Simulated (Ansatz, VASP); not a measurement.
## One calculation of InSb3, two programs

File INCAR:

```
PREC     = Accurate       # precision mode
ENCUT    = 520            # plane-wave cutoff, eV
EDIFF    = 1E-6           # SCF threshold, eV
ISMEAR   = 0              # smearing method
SIGMA    = 0.15           # smearing width, eV
LREAL    = False          # projectors in reciprocal space
LASPH    = True           # aspherical terms in the spheres
NELM     = 100            # most SCF steps
ALGO     = Normal         # electronic algorithm
ISIF     = 2              # what is computed and relaxed
LWAVE    = False          # write WAVECAR
LCHARG   = False          # write CHGCAR
GGA      = PS             # functional
NBANDS   = 22             # bands
```

The input KPOINTS:

```
regular mesh
0
Gamma
  10 10 10
```

Contents of POSCAR:

```
InSb3
1.0
    4.8513582478      0.0000000000      0.0000000000
    0.0000000000      4.8513582478      0.0000000000
    0.0000000000      0.0000000000      4.8513582478
In Sb
1 3
Direct
    0.0000000000      0.0000000000      0.0000000000
    0.5000000000      0.0000000000      0.5000000000
    0.0000000000      0.5000000000      0.5000000000
    0.5000000000      0.5000000000      0.0000000000
```

Input for Ansatz:

```yaml
crystal:
  lattice:
    - [4.8513582478, 0.0, 0.0]
    - [0.0, 4.8513582478, 0.0]
    - [0.0, 0.0, 4.8513582478]
  atoms:
    - { symbol: In, position: [0.0, 0.0, 0.0] }
    - { symbol: Sb, position: [0.5, 0.0, 0.5] }
    - { symbol: Sb, position: [0.0, 0.5, 0.5] }
    - { symbol: Sb, position: [0.5, 0.5, 0.0] }
basis:
  ecutwfc: 420
kpoints:
  mp_grid: { grid: [10, 10, 10] }
hamiltonian:
  xc: pbesol
  pseudopotentials: { kind: paw, azcp: { folder: soft_1 } }
scf:
  occupations: { method: gaussian, width: 0.15 }
output:
  forces: true
  stress: true
  eigenvalues: true
```

Alike in both runs: task single point; functional PBEsol; k mesh 10 × 10 × 10; occupations gaussian, width 0.15 eV; no spin polarisation.

|  | VASP | Ansatz |
| --- | --- | --- |
| version | VASP 6.6.1 | Ansatz 0.2.0 |
| potentials or method | VASP PAW PBE potentials, release 64 (In_d, Sb), cutoff 520 eV | scalar-relativistic, plane waves, PAW |
| valence electrons in the cell | 28 | 58 |

Ansatz gave:

- gap on the k mesh at the Fermi level (eV): none
- pressure (GPa): -3.8

**Question.** What did VASP give for the same quantities?

**Answer.** gap on the k mesh at the Fermi level (eV): none; pressure (GPa): -3.9.

VASP's potentials were made for PBE, not for PBEsol, and Ansatz warns of the same on its side. A gap of «none» marks a metal or a gap that the smearing closes. VASP's potentials hold 28 valence electrons a cell and Ansatz's 58, so a difference there can come from the potentials and not from the codes.

Spin-orbit coupling is off throughout.
